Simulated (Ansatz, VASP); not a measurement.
Two plane-wave programs on Zn

```xyz
6
Lattice="2.6358 0.0000 0.0000 0.0000 5.0929 0.0000 0.0000 0.0000 11.8674" Properties=species:S:1:pos:R:3 pbc="T T T"
Zn    1.9769    3.8197    3.5065
Zn    0.6590    1.2732    3.5000
Zn    0.6590    3.8197    5.9369
Zn    1.9769    1.2732    5.9305
Zn    1.9769    3.8197    8.3674
Zn    0.6590    1.2732    8.3609
```

Alike in both runs: task single point; functional PBE; k mesh 14 × 7 × 1; occupations fermi-dirac, width 0.1 eV; no spin polarisation.

```csv
,VASP,Ansatz
version,VASP 6.6.1,Ansatz 0.2.0
potentials or method,"VASP PAW PBE potentials, release 64 (Zn)","PAW with Ansatz's default frozen-core files, scalar-relativistic"
plane-wave cutoff (eV),520,420
valence electrons in the cell,72,72
```

```csv
,VASP,Ansatz,Ansatz less VASP
rms of the force components (eV/Å),0.002,0.004,+0.0014
```

Atom by atom the forces differ by 0.005 eV/Å (rms over components). Ansatz's warnings: vacuum density over bound.
